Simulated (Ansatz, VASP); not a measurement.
Two plane-wave programs on SnO2

```
Sn O
1.0
     1.63837    0.94592    4.86377
    -1.63837    0.94592    4.86377
     0.00000   -1.89183    4.86377
Sn O
1 2
Cartesian
  0.0000 0.0000 7.2956
  0.0000 0.0000 11.1307
  0.0000 0.0000 3.4606
```

Alike in both runs: task single point; functional LDA; k mesh 10 × 10 × 10; occupations fermi-dirac, width 0.05 eV; no spin polarisation.

```csv
,VASP,Ansatz
version,VASP 6.6.1,Ansatz 0.2.0
potentials or method,"VASP PAW LDA potentials, release 64 (Sn_d, O)",Ansatz PAW
plane-wave cutoff (eV),520,420
valence electrons in the cell,26,26
```

|  | VASP | Ansatz | Ansatz less VASP |
| --- | --- | --- | --- |
| gap on the k mesh at the Fermi level (eV) | 1.54 | 1.54 | +0.004 |
| least direct gap on the mesh (eV) | 1.63 | 1.63 | -0.002 |
| pressure (GPa) | -12.9 | -13.5 | -0.59 |
| traceless stress, the component that is largest in VASP (GPa) | 3.27 | 3.68 | +0.410 |
| rms of the force components (eV/Å) | 0.461 | 0.485 | +0.0244 |

LDA's correlation is that of Perdew and Zunger in VASP and of Perdew and Wang (1992) in Ansatz. Atom by atom the forces differ by 0.024 eV/Å (rms over components).
